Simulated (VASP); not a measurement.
Write the native input for VASP 6.6.1 that does the following.

| Quantity | Value |
| --- | --- |
| Task | single point |
| Functional | r2SCAN |
| Potentials or basis | VASP PAW PBE potentials, release 64 (Li_sv, Cl) |
| Cutoff | 520 eV |
| k mesh | 8 × 8 × 8 |
| Occupations | gaussian, width 0.05 eV |
| Spin | no spin polarisation |
| Dipole correction | no |
| Further INCAR settings | ALGO = Normal; EDIFF = 1e-07; NBANDS = 12 |

The system is LiCl.

```
Li Cl
1.0
     0.00000    2.48782    2.64170
     2.48782    0.00000    2.64170
     2.48782    2.48782    0.00000
Li Cl
1 1
Direct
  0.00000 0.00000 0.00000
  0.50000 0.50000 0.50000
```

This cell differs from its parent crystal: strain -0.030 along x and y, +0.030 along z.

One way to write it, as run:

POSCAR

```
LiCl
1.0
    0.0000000000      2.4878172000      2.6417028000
    2.4878172000      0.0000000000      2.6417028000
    2.4878172000      2.4878172000      0.0000000000
Li Cl
1 1
Direct
    0.0000000000      0.0000000000      0.0000000000
    0.5000000000      0.5000000000      0.5000000000
```

INCAR.step1

```
SYSTEM = LiCl
  PREC = Accurate
  ENCUT = 520
  ISMEAR = 0
  SIGMA = 0.05
  LREAL = .False.
  LASPH = .True.
  NELM = 60
  NBANDS = 12
  GGA = PE
  ALGO = Normal
  EDIFF = 1E-4
  LWAVE = .True.
  LCHARG = .False.
```

INCAR.step2

```
SYSTEM = LiCl
  PREC = Accurate
  ENCUT = 520
  EDIFF = 1E-7
  ISMEAR = 0
  SIGMA = 0.05
  LREAL = .False.
  LASPH = .True.
  NELM = 60
  ALGO = Normal
  ISIF = 2
  LWAVE = .False.
  LCHARG = .False.
  METAGGA = R2SCAN
  LMIXTAU = .True.
  NBANDS = 12
  ISTART = 1
```

KPOINTS

```
Automatic mesh
0
Gamma
  8 8 8
  0 0 0
```

Potentials or basis: VASP PAW PBE potentials, release 64 (Li_sv, Cl).

Run with:

```sh
$ cat potpaw_PBE.64/Li_sv/POTCAR potpaw_PBE.64/Cl/POTCAR > POTCAR
$ cp INCAR.step1 INCAR
$ mpirun -np 1 vasp_std > vasp.out
$ cp INCAR.step2 INCAR
$ mpirun -np 1 vasp_std > vasp.out
```

Results of the run:

```yaml
Band_gap_on_the_k_mesh: 7.41 eV
```

Caveat: the cell differs from its parent crystal (strain -0.030 along x and y, +0.030 along z).

Run time: 97 s on 1 thread of AMD EPYC 7R13 Processor (Zen 3), with other jobs on the host, peak memory 0.13 GiB.
